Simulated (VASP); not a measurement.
## NbP: single point with LDA

The system is NbP.

```
Nb P
1.0
    -1.67492    1.67492    5.74011
     1.67492   -1.67492    5.74011
     1.67492    1.67492   -5.74011
Nb P
2 2
Direct
  0.49988 0.49988 0.00000
  0.24988 0.74988 0.50000
  0.08275 0.08275 0.00000
  0.83275 0.33275 0.50000
```

```json
{"Program": "VASP 6.6.1", "Task": "single point", "Functional": "LDA", "Potentials or basis": "VASP PAW LDA potentials, release 64 (Nb_sv, P)", "Cutoff": "520 eV", "k mesh": "14 × 14 × 14", "Occupations": "fermi-dirac, width 0.03 eV", "Spin": "no spin polarisation"}
```

| Property | Result |
| --- | --- |
| Pressure | -9.5 GPa |
| Largest force | 0.013 eV/Å |
| Band gap on the k mesh | zero (band 18 reaches 10.52 eV, above the bottom of band 19 at 10.36 eV) |

Forces in eV/Å, atoms in the order of the input:
```
Nb   0.000  0.000  0.013
Nb   0.000  0.000  0.013
P    0.000  0.000 -0.013
P    0.000  0.000 -0.013
```

Stress tensor (GPa, compression positive):
```
-9.58  0.00  0.00
 0.00 -9.58  0.00
 0.00  0.00 -9.31
```

Levels at points of the mesh, in eV from the Fermi level:
```tsv
k point	band 14	band 15	band 16	band 17	band 18	band 19	band 20	band 21	band 22	band 23
(0.00, 0.00, 0.00)	-2.21	-2.13	-1.72	-1.34	-1.34	0.83	1.59	2.64	3.14	3.14
(0.50, 0.00, 0.00)	-3.18	-2.29	-1.84	-1.51	-0.12	0.07	1.30	2.43	2.61	3.24
(0.50, 0.50, 0.00)	-4.58	-2.81	-2.81	-0.41	-0.41	2.94	2.94	3.05	3.05	4.01
(0.50, 0.50, 0.50)	-2.68	-2.66	-2.66	-0.49	-0.49	1.18	1.18	2.28	2.28	3.54
```

Wall time 16 min on 1 thread of Intel Xeon 6975P-C, on a shared host, peak memory 0.5 GiB.
